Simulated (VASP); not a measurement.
# MoS2 (P6_3/mmc) in VASP: notebook

MoS2 is run at these levels: RPBE, PBE, PBEsol; tasks: single point.

Program: VASP 6.6.1. These are calculated values, not measurements. Logs are shortened: lines on timing, memory, paths and dates and some standing lists are left out, and cuts for length are marked.

**The experiment to reproduce.**

From “Multiwavelength excitation Raman Scattering Analysis of bulk and 2 dimensional MoS2: Vibrational properties of atomically thin MoS2 layers”, 2015, arxiv:1506.03228, for a bulk crystal of MoS2 at 300 K: band gap 1.3 eV (indirect).

The runs below are set against these values where they give the same quantity.

## Step 1: The cell of the first run

Symmetry: P6_3/mmc, No. 194, hexagonal system. Conventional cell: a = 3.169 Å, b = 3.169 Å, c = 12.324 Å, α = 90.00°, β = 90.00°, γ = 120.00°. Mo (site symmetry -6m2) has 6 S at 2.41 Å and 6 Mo at 3.17 Å within 3.2 Å. Within 3.2 Å of S (site symmetry 3m) lie 3 Mo at 2.41 Å and 7 S at 3.13 to 3.17 Å.

## Step 2: Single point, RPBE

File INCAR:

```
  PREC = Accurate
  ENCUT = 520
  EDIFF = 1E-7
  ISMEAR = -1
  SIGMA = 0.05
  LREAL = False
  LASPH = True
  NELM = 100
  ALGO = Normal
  ISIF = 2
  LWAVE = False
  LCHARG = True
  GGA = RP
  LELF = True
  LVHAR = True
  NBANDS = 35
```

File KPOINTS:

```
Automatic mesh
0
Gamma
  10 10 3
```

File POSCAR:

```
MoS2
1.0
    3.1690000000      0.0000000000      0.0000000000
   -1.5845000000      2.7444345046      0.0000000000
    0.0000000000      0.0000000000     12.3240000000
Mo S
2 4
Direct
    0.6666666667      0.3333333333      0.7500000000
    0.3333333333      0.6666666667      0.2500000000
    0.6666666667      0.3333333333      0.3770000000
    0.3333333333      0.6666666667      0.8770000000
    0.6666666667      0.3333333333      0.1230000000
    0.3333333333      0.6666666667      0.6230000000
```

Potentials or basis: VASP PAW PBE potentials, release 64 (Mo_sv, S).

Run with:

```console
> cat potpaw_PBE.64/Mo_sv/POTCAR potpaw_PBE.64/S/POTCAR > POTCAR
> mpirun -np 1 vasp_std > vasp.out
```

OUTCAR:

```text
PREC = Accurate
   ENCUT = 520
   EDIFF = 1E-7
   ISMEAR = -1
   LREAL = False
   LASPH = True
   NELM = 100
   ISIF = 2
   GGA = RP

 ion  position               nearest neighbor table
   1  0.667  0.333  0.750-   4 2.41   6 2.41   4 2.41   6 2.41   4 2.41   6 2.41
   2  0.333  0.667  0.250-   3 2.41   5 2.41   3 2.41   5 2.41   3 2.41   5 2.41
   3  0.667  0.333  0.377-   2 2.41   2 2.41   2 2.41
   4  0.333  0.667  0.877-   1 2.41   1 2.41   1 2.41
   5  0.667  0.333  0.123-   2 2.41   2 2.41   2 2.41
   6  0.333  0.667  0.623-   1 2.41   1 2.41   1 2.41

  LATTYP: Found a hexagonal cell.
 ALAT       =     3.1690000000
 C/A-ratio  =     3.8889239508

  Lattice vectors:

 A1 = (   3.1690000000,   0.0000000000,   0.0000000000)
 A2 = (  -1.5845000000,   2.7444345046,   0.0000000000)
 A3 = (   0.0000000000,   0.0000000000,  12.3240000000)

Analysis of symmetry for initial positions (statically):
=====================================================================
 Subroutine PRICEL returns:
 Original cell was already a primitive cell.

 Routine SETGRP: Setting up the symmetry group for a
 hexagonal supercell.

 Subroutine GETGRP returns: Found 24 space group operations
 (whereof 12 operations were pure point group operations)
 out of a pool of 24 trial point group operations.

The static configuration has the point symmetry D_3d.
 The point group associated with its full space group is D_6h.

Analysis of symmetry for dynamics (positions and initial velocities):
=====================================================================
 Subroutine PRICEL returns:
 Original cell was already a primitive cell.

 Routine SETGRP: Setting up the symmetry group for a
 hexagonal supercell.

 Subroutine GETGRP returns: Found 24 space group operations
 (whereof 12 operations were pure point group operations)
 out of a pool of 24 trial point group operations.

The dynamic configuration has the point symmetry D_3d.
 The point group associated with its full space group is D_6h.

 Subroutine INISYM returns: Found 24 space group operations
 (whereof 12 operations are pure point group operations),
 and found     1 'primitive' translations

----------------------------------------------------------------------------------------

                                     Primitive cell

  volume of cell :     107.1832

  direct lattice vectors                    reciprocal lattice vectors
     3.169000000  0.000000000  0.000000000     0.315556958  0.182186895  0.000000000
    -1.584500000  2.744434505  0.000000000     0.000000000  0.364373789  0.000000000
     0.000000000  0.000000000 12.324000000     0.000000000  0.000000000  0.081142486

  length of vectors
     3.169000000  3.169000000 12.324000000     0.364373789  0.364373789  0.081142486

  position of ions in fractional coordinates (direct lattice)
     0.666666667  0.333333333  0.750000000
     0.333333333  0.666666667  0.250000000
     0.666666667  0.333333333  0.377000000
     0.333333333  0.666666667  0.877000000
     0.666666667  0.333333333  0.123000000
     0.333333333  0.666666667  0.623000000

  ion indices of the primitive-cell ions
   primitive index   ion index
                 1           1
                 2           2
                 3           3
                 4           4
                 5           5
                 6           6

----------------------------------------------------------------------------------------

 KPOINTS: Automatic mesh

Automatic generation of k-mesh.
 Grid dimensions read from file:
 generate k-points for:   10   10    3

 Generating k-lattice:

  Cartesian coordinates                     Fractional coordinates (reciprocal lattice)
     0.031555696  0.018218689  0.000000000     0.100000000 -0.000000000  0.000000000
     0.000000000  0.036437379  0.000000000     0.000000000  0.100000000  0.000000000
     0.000000000  0.000000000  0.027047495     0.000000000  0.000000000  0.333333333

  Length of vectors
     0.036437379  0.036437379  0.027047495

  Shift w.r.t. Gamma in fractional coordinates (k-lattice)
     0.000000000  0.000000000  0.000000000

 Subroutine IBZKPT returns following result:
 ===========================================

 Found     28 irreducible k-points:

 Following reciprocal coordinates:
            Coordinates               Weight
  0.000000  0.000000  0.000000      1.000000
  0.100000 -0.000000  0.000000      6.000000
  0.200000 -0.000000  0.000000      6.000000
  0.300000  0.000000  0.000000      6.000000
  0.400000 -0.000000  0.000000      6.000000
  0.500000  0.000000  0.000000      3.000000
[... 16 lines left out ...]
  0.300000  0.100000  0.333333     24.000000
  0.400000  0.100000  0.333333     24.000000
 [... further k-points ...]
   k-points           NKPTS =     28   k-points in BZ     NKDIM =     28   number of bands    NBANDS=     35
   number of dos      NEDOS =    301   number of ions     NIONS =      6
   total plane-waves  NPLWV =  55296
   dimension x,y,z NGX =    24 NGY =   24 NGZ =   96
   dimension x,y,z NGXF=    48 NGYF=   48 NGZF=  192
   ions per type =               2   4
   NGX,Y,Z   is equivalent  to a cutoff of  12.59, 12.59, 12.95 a.u.
   NGXF,Y,Z  is equivalent  to a cutoff of  25.18, 25.18, 25.90 a.u.
 SYSTEM =  unknown system
   PREC   = accura    normal or accurate (medium, high low for compatibility)
   ISTART =      0    job   : 0-new  1-cont  2-samecut
   ICHARG =      2    charge: 1-file 2-atom 10-const
   ISPIN  =      1    spin polarized calculation?
   LNONCOLLINEAR =      F non collinear calculations
   LSORBIT =      F    spin-orbit coupling
   LASPH  =      T    aspherical Exc in radial PAW
   ENCUT  =  520.0 eV  38.22 Ry    6.18 a.u.   5.89  5.89 22.91*2*pi/ulx,y,z
   NELM   =    100;   NELMIN=  2; NELMDL= -5     # of ELM steps
   EDIFF  = 0.1E-06   stopping-criterion for ELM
   LREAL  =      F    real-space projection
   EDIFFG = 0.1E-05   stopping-criterion for IOM
   NSW    =      0    number of steps for IOM
   IBRION =     -1    ionic relax: 0-MD 1-quasi-New 2-CG
   NFREE  =      0    steps in history (QN), initial steepest desc. (CG)
   ISIF   =      2    stress and relaxation
   ISYM   =      2    0-nonsym 1-usesym 2-fastsym
   POTIM  = 0.5000    time-step for ionic-motion
   TEBEG  =    0.0;   TEEND  =   0.0 temperature during run
   PSTRESS=    0.0 pullay stress
   NELECT =      52.0000    total number of electrons
   NUPDOWN=      -1.0000    fix difference up-down
   EMIN   =  10.00;   EMAX   =-10.00  energy-range for DOS
   EFERMI =   0.00;   METHOD = LEGACY
   ISMEAR =    -1;   SIGMA  =   0.05  broadening in eV -4-tet -1-fermi 0-gaus
   EFERMI_NEDOS =   21; number of points for ismear=-14 and -15
   IALGO  =     38    algorithm
   IMIX   =      4    mixing-type and parameters
     AMIX     =   0.40;   BMIX     =  1.00
     AMIX_MAG =   1.60;   BMIX_MAG =  1.00
  volume/ion in A,a.u.               =      17.86       120.55
  Fermi-wavevector in a.u.,A,eV,Ry     =   1.286373  2.430893 22.514325  1.654756
  Thomas-Fermi vector in A             =   2.418452
   LORBIT       =      0    0 simple, 1 ext, 2 COOP (PROOUT), +10 PAW based schemes
   GGA     = RP    functional components
   LHFCALC =     F    Hartree Fock is set to
   AEXX    =    0.0000 exact exchange contribution
   IVDW    =     0    specifies the selected vdW correction
   LEPSILON=     F    determine dielectric tensor
   LRPA    =     F    only Hartree local field effects (RPA)
 non-spin polarized calculation
  energy-cutoff  :      520.00
  volume of cell :      107.18
 maximum number of plane-waves:      2908
 NGX is ok and might be reduce to    24
   NGX = 11   NGY = 11   NGZ = 45

 number of electron      51.9999997 magnetization

 Free energy of the ion-electron system (eV)
  ---------------------------------------------------
  ext. energy  EPLUGINS =         0.00000000
  ---------------------------------------------------
  free energy    TOTEN  =       -41.00135590 eV

  energy without entropy =      -41.00135451  energy(sigma->0) =      -41.00135520

 E-fermi :   8.0025     XC(G=0): -10.6684

 val. band max:        7.5607546312   @ k =   0.0000   0.0000   0.0000
 cond. band min:       8.5510715099   @ k =   0.2000   0.2000   0.0000
 fundamental gap:      0.9903168788
 Fermi energy:         8.0025312180

 k-point     1 :       0.0000    0.0000    0.0000
  band No.  band energies     occupation
      1     -53.9453      2.00000
      2     -53.9453      2.00000
      3     -28.0902      2.00000
      4     -28.0901      2.00000
      5     -27.8754      2.00000
      6     -27.8754      2.00000
[... 27 lines left out ...]
     34      10.0113      0.00000
     35      13.2146      0.00000

 k-point     2 :       0.1000   -0.0000    0.0000
  band No.  band energies     occupation
      1     -53.9415      2.00000
      2     -53.9415      2.00000
      3     -28.0828      2.00000
      4     -28.0827      2.00000
      5     -27.9132      2.00000
      6     -27.9132      2.00000
[... 27 lines left out ...]
     34       9.9817      0.00000
     35      13.9107      0.00000

 k-point     3 :       0.2000   -0.0000    0.0000
  band No.  band energies     occupation
      1     -53.9317      2.00000
      2     -53.9317      2.00000
      3     -28.0633      2.00000
      4     -28.0633      2.00000
      5     -28.0113      2.00000
      6     -28.0112      2.00000
[... 27 lines left out ...]
     34      10.5478      0.00000
     35      14.9751      0.00000

 k-point     4 :       0.3000    0.0000    0.0000
  band No.  band energies     occupation
      1     -53.9194      2.00000
      2     -53.9194      2.00000
      3     -28.1303      2.00000
      4     -28.1303      2.00000
      5     -28.0392      2.00000
      6     -28.0391      2.00000
[... 27 lines left out ...]
     34      11.0512      0.00000
     35      14.7523      0.00000

 k-point     5 :       0.4000   -0.0000    0.0000
  band No.  band energies     occupation
      1     -53.9095      2.00000
      2     -53.9095      2.00000
      3     -28.2251      2.00000
      4     -28.2251      2.00000
      5     -28.0196      2.00000
      6     -28.0196      2.00000
[... 638 lines left out ...]
 k-point    22 :       0.2000    0.1000    0.3333
  band No.  band energies     occupation
      1     -53.9237      2.00000
      2     -53.9237      2.00000
      3     -28.0803      2.00000
      4     -28.0803      2.00000
      5     -28.0475      2.00000
      6     -28.0475      2.00000
[... 27 lines left out ...]
     34      11.0662      0.00000
     35      15.3797      0.00000

 k-point    23 :       0.3000    0.1000    0.3333
  band No.  band energies     occupation
      1     -53.9126      2.00000
      2     -53.9126      2.00000
      3     -28.1802      2.00000
      4     -28.1802      2.00000
      5     -28.0257      2.00000
      6     -28.0256      2.00000
[... 27 lines left out ...]
     34      11.3922      0.00000
     35      14.4189      0.00000

 k-point    24 :       0.4000    0.1000    0.3333
  band No.  band energies     occupation
      1     -53.9057      2.00000
      2     -53.9057      2.00000
      3     -28.2412      2.00000
      4     -28.2412      2.00000
      5     -28.0121      2.00000
      6     -28.0121      2.00000
[... 27 lines left out ...]
     34      11.3490      0.00000
     35      13.5266      0.00000

 [... further k-points ...]
[... 5 lines left out ...]
  --------------------------------------------------------------------------------------
  -------------------------------------------------------------------------------------
  Total        2.8826884      2.8826884      3.1787297      0.0000000     -0.0000000     -0.0000000
  in kB       43.0904947     43.0904947     47.5157274      0.0000000     -0.0000000     -0.0000000
  external PRESSURE =      44.5655723 kB  Pullay stress =       0.0000000 kB

 VOLUME and BASIS-vectors are now :
 -----------------------------------------------------------------------------
  energy-cutoff  :      520.00
  volume of cell :      107.18
      direct lattice vectors                 reciprocal lattice vectors
     3.169000000  0.000000000  0.000000000     0.315556958  0.182186895  0.000000000
    -1.584500000  2.744434505  0.000000000     0.000000000  0.364373789  0.000000000
     0.000000000  0.000000000 12.324000000     0.000000000  0.000000000  0.081142486

 POSITION                                       TOTAL-FORCE (eV/Angst)
 -----------------------------------------------------------------------------------
      1.58450      0.91481      9.24300         0.000000     -0.000000      0.000000
     -0.00000      1.82962      3.08100        -0.000000      0.000000      0.000000
      1.58450      0.91481      4.64615        -0.000000      0.000000     -0.023775
     -0.00000      1.82962     10.80815         0.000000      0.000000     -0.023775
      1.58450      0.91481      1.51585        -0.000000     -0.000000      0.023775
     -0.00000      1.82962      7.67785         0.000000      0.000000      0.023775
 -----------------------------------------------------------------------------------
    total drift:                               -0.000000      0.000000     -0.000000

  FREE ENERGIE OF THE ION-ELECTRON SYSTEM (eV)
  ---------------------------------------------------
  free  energy   TOTEN  =       -41.0013559019 eV

  energy  without entropy=      -41.0013545063  energy(sigma->0) =      -41.00135520
```

Wall time 79 s (1 thread of Intel Xeon Platinum 8375C at 2.90GHz (Ice Lake), shared host); peak memory 0.26 GiB.

Results:

* Free energy: -41.0014 eV
* Pressure: 4.5 GPa
* Largest force: 0.024 eV/Å
* Band gap on the k mesh: 0.99 eV, indirect (least direct gap 1.87 eV)

Forces on the atoms (eV/Å):
```
Mo   0.000  0.000  0.000
Mo   0.000  0.000  0.000
S    0.000  0.000 -0.024
S    0.000  0.000 -0.024
S    0.000  0.000  0.024
S    0.000  0.000  0.024
```

Stress tensor (GPa, compression positive):
```
4.31 0.00 0.00
0.00 4.31 0.00
0.00 0.00 4.75
```

Caveat: the PAW data sets were made with another functional, which shifts forces and pressure a little; this functional lacks dispersion, which binds the layers, so the pressure and a relaxed spacing across them are unreliable.

## Step 3: Single point, PBE (volume scaled by 1.06)

File INCAR:

```
ALGO = Normal
EDIFF = 1E-6
ENCUT = 520
GGA = PE
ISIF = 2
ISMEAR = -1
LASPH = True
LCHARG = True
LELF = True
LREAL = False
LVHAR = True
LWAVE = False
NBANDS = 35
NELM = 60
PREC = Accurate
SIGMA = 0.05
```

File KPOINTS:

```
k-points
0
Gamma
  10 10 3
```

POSCAR, as its differences from that of step 2:

```diff
@@ -2,5 +2,5 @@
 1.0
-    3.1690000000      0.0000000000      0.0000000000
-   -1.5845000000      2.7444345046      0.0000000000
-    0.0000000000      0.0000000000     12.3240000000
+    3.2311530343      0.0000000000      0.0000000000
+   -1.6155765171      2.7982606112      0.0000000000
+    0.0000000000      0.0000000000     12.5657084235
 Mo S
```

Potentials or basis: VASP PAW PBE potentials, release 64 (Mo_sv, S).

Run with:

```console
> cat potpaw_PBE.64/Mo_sv/POTCAR potpaw_PBE.64/S/POTCAR > POTCAR
> mpirun -np 1 vasp_std > vasp.out
```

It took 50 s on 1 thread of Intel Xeon 6975P-C (Granite Rapids), shared host; peak memory 0.26 GiB.

Results (log left out):

* Free energy: -43.5271 eV
* Pressure: -5.9 GPa
* Largest force: 0.921 eV/Å
* Band gap on the k mesh: 0.98 eV, indirect (least direct gap 1.73 eV)

Forces in eV/Å, atoms in the order of the input:
```
Mo   0.000  0.000  0.000
Mo   0.000  0.000  0.000
S    0.000  0.000 -0.921
S    0.000  0.000 -0.921
S    0.000  0.000  0.921
S    0.000  0.000  0.921
```

Stress tensor (GPa, compression positive):
```
-5.74  0.00  0.00
 0.00 -5.74  0.00
 0.00  0.00 -6.29
```

Levels at points of the mesh, in eV from the valence-band top:
```tsv
k point	band 22	band 23	band 24	band 25	band 26	band 27	band 28	band 29	band 30	band 31
(0.00, 0.00, 0.00)	-1.95	-1.95	-1.13	-0.95	0.00	2.03	2.03	2.06	2.06	2.13
(0.50, 0.00, 0.00)	-2.33	-1.63	-1.45	-1.24	-1.13	1.53	1.57	1.91	2.13	2.76
```

Caveat: the cell differs from its parent crystal (volume scaled by 1.06); this functional lacks dispersion, which binds the layers, so the pressure and a relaxed spacing across them are unreliable.

## Step 4: Single point, PBEsol

This run uses another cell than the first one, of 17.91 Å³/atom, 1.003 times its volume.

File INCAR:

```
SYSTEM = MoS2
PREC = Accurate
ENCUT = 520
EDIFF = 1E-6
ISMEAR = -1
SIGMA = 0.05
LREAL = .False.
LASPH = .True.
NELM = 100
ALGO = Normal
ISIF = 2
LWAVE = .False.
LCHARG = .False.
GGA = PS
NBANDS = 35
```

File KPOINTS:

```
Automatic mesh
0
Gamma
  10 10 3
  0 0 0
```

File POSCAR:

```
MoS2
1.0
    3.1414226532      0.0000000000      0.0000000000
   -1.5707113266      2.7205518217      0.0000000000
    0.0000000000      0.0000000000     12.5771356258
Mo S
2 4
Direct
    0.6666666667      0.3333333333      0.7500000000
    0.3333333333      0.6666666667      0.2500000000
    0.6666666667      0.3333333333      0.3739576789
    0.3333333333      0.6666666667      0.8739576789
    0.6666666667      0.3333333333      0.1260423211
    0.3333333333      0.6666666667      0.6260423211
```

Run with:

```console
> cat potpaw_PBE.64/Mo_sv/POTCAR potpaw_PBE.64/S/POTCAR > POTCAR
> mpirun -np 1 vasp_std > vasp.out
```

Wall time 84 s (1 thread of Intel Xeon Platinum 8375C at 2.90GHz (Ice Lake), shared host); peak memory 0.26 GiB.

Results (log left out):

```
Free energy            : -46.9058 eV
Pressure               : 0.0 GPa
Band gap on the k mesh : 1.04 eV, indirect (least direct gap 1.97 eV)
```

Levels at points of the mesh, in eV from the valence-band top:
| k point | band 24 | band 25 | band 26 | band 27 | band 28 | band 29 |
| --- | --- | --- | --- | --- | --- | --- |
| (0.00, 0.00, 0.00) | -1.31 | -1.13 | 0.00 | 2.29 | 2.29 | 2.31 |
| (0.50, 0.00, 0.00) | -1.40 | -1.31 | -1.23 | 1.80 | 1.84 | 2.19 |

Caveat: the PAW data sets were made with another functional, which shifts forces and pressure a little; this functional lacks dispersion, which binds the layers, so the pressure and a relaxed spacing across them are unreliable.

## Step 5: Overview

| level | cell | gap on the mesh (eV) | pressure (GPa) | largest force (eV/Å) |
| --- | --- | --- | --- | --- |
| RPBE | a = 3.169, b = 3.169, c = 12.324 Å, angles 90.0, 90.0, 120.0°, 6 atoms | 0.99 | 4.5 | 0.02 |
| PBE | a = 3.231, b = 3.231, c = 12.566 Å, angles 90.0, 90.0, 120.0°, 6 atoms | 0.98 | -5.9 | 0.92 |
| PBEsol | a = 3.141, b = 3.141, c = 12.577 Å, angles 90.0, 90.0, 120.0°, 6 atoms | 1.04 | 0.0 | - |

Alike in all rows: task single point; potentials or basis VASP PAW PBE potentials, release 64 (Mo_sv, S); no spin polarisation; k mesh 10 × 10 × 3; cutoff (eV) 520; smearing fermi-dirac 0.05 eV.

Caveats: this functional lacks dispersion, which binds the layers, so the pressure and a relaxed spacing across them are unreliable; the PAW data sets were made with another functional, which shifts forces and pressure a little (some runs).

Absolute energies hang on the potentials; compare differences alone.

## Step 6: Against experiment

Step 4. A measured gap of MoS2 is 1.3 eV (indirect; 300 K; “Multiwavelength excitation Raman Scattering Analysis of bulk and 2 dimensional MoS2: Vibrational properties of atomically thin MoS2 layers”, 2015, arxiv:1506.03228); the calculated 1.04 eV misses it by -0.26 eV. Spin-orbit coupling on Mo is left out. The value is that of PBEsol on a finite k mesh, which can miss the band edges, without temperature or zero-point motion. Semilocal functionals fall short of measured gaps as a rule.
